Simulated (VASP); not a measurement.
Here is a VASP 6.6.1 calculation.

The input INCAR:

```
SYSTEM = CdS
ALGO = Normal
EDIFF = 1E-6
ENCUT = 520
GGA = PE
ISIF = 2
ISMEAR = -1
LASPH = .True.
LCHARG = .False.
LREAL = .False.
LWAVE = .False.
NBANDS = 16
NELM = 60
PREC = Accurate
SIGMA = 0.1
```

File KPOINTS:

```
k-points
0
Gamma
  13 13 13
  0 0 0
```

Contents of POSCAR:

```
CdS
1.0
    0.0000000000      2.4624592888      2.4624592888
    2.4624592888      0.0000000000      2.4624592888
    2.4624592888      2.4624592888      0.0000000000
Cd S
1 1
Direct
    0.0000000000      0.0000000000      0.0000000000
    0.5000000000      0.5000000000      0.5000000000
```

Potentials or basis: VASP PAW PBE potentials, release 64 (Cd, S).

The run is started by

```bash
$ cat potpaw_PBE.64/Cd/POTCAR potpaw_PBE.64/S/POTCAR > POTCAR
$ mpirun -np 1 vasp_std > vasp.out
```

Task: Predict the pressure.

Result: 52.9 GPa.

Caveat: the cell stands under pressure.
